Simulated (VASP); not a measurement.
Input of a VASP 6.6.1 run:

Contents of INCAR:

```
SYSTEM = BAs
ALGO = Normal ; EDIFF = 1E-6
ENCUT = 600 ; GGA_COMPAT = .FALSE.
ISIF = 2 ; ISMEAR = 0
LASPH = .TRUE. ; LCHARG = .FALSE.
LREAL = .FALSE. ; LWAVE = .FALSE.
NBANDS = 16 ; NELM = 120
PREC = Accurate ; SIGMA = 0.02
```

Contents of KPOINTS:

```
k-points
0
G
  10 10 10
  0 0 0
```

POSCAR

```
BAs
1.0
    0.0000000000      2.3662690287      2.3662690287
    2.3662690287      0.0000000000      2.3662690287
    2.3662690287      2.3662690287      0.0000000000
B As
1 1
Direct
    0.0000000000      0.0000000000      0.0000000000
    0.2500000000      0.2500000000      0.2500000000
```

Potentials or basis: VASP PAW LDA potentials, release 64 (B, As_d).

Command:

```console
$ cat potpaw_LDA.64/B/POTCAR potpaw_LDA.64/As_d/POTCAR > POTCAR
$ mpirun -np 1 vasp_std > vasp.out
```

(1) Predict the band gap on the k mesh.

(2) What does it give for the pressure?

## Answers

(1) 1.10 eV, indirect (least direct gap 3.29 eV).

(2) 1.0 GPa.
